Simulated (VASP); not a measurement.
Runs of VASP 6.6.1 on Re. The structure is that of space group Fm-3m (No. 225), or close to it. The cells are those of the table. This isn't the form of Re at room conditions, which is hcp.

```tsv
spin	cell	k mesh	gap on the mesh (eV)	pressure (GPa)
off	a = 2.712 Å, angles 60.0°, 1 atom	24 × 24 × 24	none	25.5
collinear	a = 2.769 Å, angles 60.0°, 1 atom	8 × 8 × 8	none	-1.2
off	a = 2.741 Å, angles 60.0°, 1 atom	24 × 24 × 24	none	(b)
off	a = 2.796 Å, angles 60.0°, 1 atom	24 × 24 × 24	none	(c)
off	a = 2.858 Å, angles 60.0°, 1 atom	24 × 24 × 24	none	(a)
off	a = 2.769 Å, angles 60.0°, 1 atom	24 × 24 × 24	none	-0.6
off	a = 2.653 Å, angles 60.0°, 1 atom	24 × 24 × 24	none	62.0
off	a = 2.823 Å, angles 60.0°, 1 atom	24 × 24 × 24	none	-19.4
```

Alike in all rows: task single point; level PBE; potentials or basis VASP PAW PBE potentials, release 64 (Re); cutoff (eV) 520; smearing gaussian 0.1 eV.

**Question.** Estimate the missing entries.

**Answer.** (a) -28.9; (b) 11.4; (c) -10.8.

Caveats: spin-orbit coupling is left out, which moves the levels of the heavy elements; the cell stands under pressure (at least some runs); the cell stands under tension (at least some runs).

A k mesh can miss the band edges, and the runs leave out spin-orbit coupling on Re.

A gap of «none» marks levels without a gap at the run's occupations.
